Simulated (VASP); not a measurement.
Runs of VASP 6.6.1 on LiF. Symmetry: Fm-3m, No. 225, cubic system. Conventional cell: a = 3.990 Å, b = 3.990 Å, c = 3.990 Å, α = 90.00°, β = 90.00°, γ = 90.00°. Li (site symmetry m-3m) has 6 F at 1.99 Å within 2.6 Å. F (site symmetry m-3m) has 6 Li at 1.99 Å within 2.6 Å. 

| level | k mesh | smearing | share of exact exchange | screening parameter | gap on the mesh (eV) |
| --- | --- | --- | --- | --- | --- |
| HSE06 | 2 × 2 × 2 | gaussian 0.01 eV | 0.25 | 0.2079 1/Å | (b) |
| PBE-based screened hybrid with 5 % exact exchange | 6 × 6 × 6 | gaussian 0.01 eV | 0.05 | 0.5 1/Å | (a) |
| HSE06 | 6 × 6 × 6 | methfessel-paxton 0.5 eV | 0.25 | 0.2079 1/Å | 11.63 |
| PBE-based screened hybrid with 20 % exact exchange | 6 × 6 × 6 | gaussian 0.01 eV | 0.2 | 0.3 1/Å | 10.97 |
| PBE-based global hybrid with 40 % exact exchange | 6 × 6 × 6 | gaussian 0.01 eV | 0.4 | - | 14.31 |

Alike in all rows: task single point; potentials or basis VASP PAW PBE potentials, release 64 (Li_sv, F); no spin polarisation; cell as given; cutoff (eV) 520.

**Question.** Fill in the values left out.

**Answer.** (a) 9.65; (b) 11.71.

Caveats: all runs use coarse meshes.

